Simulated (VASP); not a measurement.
Ga:

```
CELL_PARAMETERS angstrom
-0.01853 -2.74166 0.00046
-5.37548 -0.03706 0.00408
0.00408 0.00092 -5.44539
ATOMIC_POSITIONS crystal
Ga 0.99635 0.00265 0.00446
Ga 0.00437 0.00336 0.49154
Ga 0.00171 0.48597 0.99675
Ga 0.99757 0.50802 0.50725
```

| Quantity | Value |
| --- | --- |
| Program | VASP 6.6.1 |
| Task | relaxation of cell and atoms |
| Functional | PBE |
| Potentials or basis | VASP PAW PBE potentials, release 64 (Ga_d) |
| Cutoff | 600 eV |
| k mesh | 8 × 4 × 4 |
| Occupations | gaussian, width 0.2 eV |
| Spin | no spin polarisation |

At the start: pressure 0.8 GPa; volume 20.06 Å³/atom.

Problem. Where does the relaxation end?

Solution. Over 8 steps the energy falls by 10.0 meV/atom and the volume is 20.34 Å³/atom (+1.4 %); space group P1 (No. 1, to 0.1 Å) before, Cmcm (No. 63, to 0.1 Å).

Step by step:
| step | energy change (eV) | largest force (eV/Å) | pressure (GPa) | volume (Å³) |
| --- | --- | --- | --- | --- |
| 1 | 0.0000 | 0.4551 | 0.82 | 80.25 |
| 2 | -0.0273 | 0.2517 | 0.06 | 81.45 |
| 3 | -0.0337 | 0.1428 | -0.52 | 82.28 |
| 4 | -0.0339 | 0.1273 | -0.53 | 82.41 |
| 5 | -0.0384 | 0.0687 | -0.12 | 81.65 |
| 6 | -0.0393 | 0.0340 | 0.14 | 81.22 |
| 7 | -0.0393 | 0.0289 | 0.18 | 81.15 |
| 8 | -0.0399 | 0.0127 | -0.03 | 81.37 |

Final structure:
```yaml
crystal:
  lattice:
    - [-0.02900, -2.72794, -0.00140]
    - [-5.45695, -0.05724, 0.00982]
    - [0.00995, -0.00283, -5.46703]
  atoms:
    - { symbol: Ga, position: [0.99610, 0.99386, 0.99799] }
    - { symbol: Ga, position: [0.00468, 0.00607, 0.49776] }
    - { symbol: Ga, position: [0.00178, 0.49399, 0.00201] }
    - { symbol: Ga, position: [0.99744, 0.50608, 0.50224] }
```
